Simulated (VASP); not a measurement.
Wanted: the native input for a VASP 6.6.1 run.

- Task: single point
- Functional: PBE
- Potentials or basis: VASP PAW PBE potentials, release 64 (Zr_sv, S)
- Cutoff: 520 eV
- k mesh: 12 × 12 × 8
- Occupations: gaussian, width 0.1 eV
- Spin: no spin polarisation
- Dipole correction: no
- Further INCAR settings: ALGO = Normal; EDIFF = 1e-06; NBANDS = 32

The structure of Zr3S2 lies in POSCAR:

```
Zr3S2
1.0
    4.9886176933      0.0000000000      0.0000000000
   -2.4943088466      4.3202696521      0.0000000000
    0.0000000000      0.0000000000      4.8622248685
Zr S
3 2
Direct
    0.3333333333      0.6666666667      0.5000000000
    0.6666666667      0.3333333333      0.5000000000
    0.0000000000      0.0000000000      0.0000000000
    0.3333333333      0.6666666667      0.0000000000
    0.6666666667      0.3333333333      0.0000000000
```

One way to write it, as run:

INCAR

```
PREC = Accurate
ENCUT = 520
EDIFF = 1E-6
ISMEAR = 0
SIGMA = 0.1
LREAL = F
LASPH = T
NELM = 60
ALGO = Normal
ISIF = 2
LWAVE = F
LCHARG = F
GGA = PE
NBANDS = 32
```

KPOINTS

```
Automatic mesh
0
Gamma
  12 12 8
```

Potentials or basis: VASP PAW PBE potentials, release 64 (Zr_sv, S).

The run is started by

```console
$ cat potpaw_PBE.64/Zr_sv/POTCAR potpaw_PBE.64/S/POTCAR > POTCAR
$ mpirun -np 1 vasp_std > vasp.out
```

Results of the run:

| Quantity | Value |
| --- | --- |
| Pressure | 0.0 GPa |
| Band gap on the k mesh | zero (bands 24 and 25 overlap by 1.29 eV) |

It took 3.4 min on 1 thread of AMD EPYC 9R45 96-Core Processor (Zen 5), on a shared host, peak memory 0.36 GiB.
